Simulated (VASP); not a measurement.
Si4C:

```
Si C
1.0
     2.63749    1.52276    3.05391
    -2.63749    1.52276    3.05391
     0.00000   -3.04551    3.05391
Si C
4 1
Direct
  0.50000 0.50000 0.50000
  0.00000 0.00000 0.50000
  0.50000 0.00000 0.00000
  0.00000 0.50000 0.00000
  0.00000 0.00000 0.00000
```

The cell was generated, and may not be a known phase.

```yaml
Program: VASP 6.6.1
Task: relaxation of cell and atoms
Functional: PBE
Potentials_or_basis: VASP PAW PBE potentials, release 64 (Si, C)
Cutoff: 600 eV
k_mesh: 6 × 6 × 6
Occupations: gaussian, width 0.1 eV
Spin: no spin polarisation
```

At the start: pressure -8.2 GPa; volume 14.72 Å³/atom.

**Question.** Where does the relaxation end?

**Answer.** Over 6 steps the energy falls by 61.2 meV/atom and the volume is 13.11 Å³/atom (-11.0 %); space group R-3m (No. 166, to 0.1 Å) before and after.

Step by step:
```csv
step,energy change (eV),largest force (eV/Å),pressure (GPa),volume (Å³)
1,0.0000,0.0000,-8.23,73.59
2,-0.2142,0.0000,1.12,65.83
3,-0.2149,0.0000,0.50,66.22
4,-0.2464,0.0000,0.29,66.05
5,-0.3052,0.0000,0.34,65.41
6,-0.3059,0.0000,0.24,65.53
```

Final structure:
```
Si C
1.0
     2.61751    1.51122    2.76084
    -2.61751    1.51122    2.76084
     0.00000   -3.02244    2.76084
Si C
4 1
Cartesian
  0.0000 0.0000 4.1413
  0.0000 -1.5112 1.3804
  1.3088 0.7556 1.3804
  -1.3088 0.7556 1.3804
  0.0000 0.0000 0.0000
```
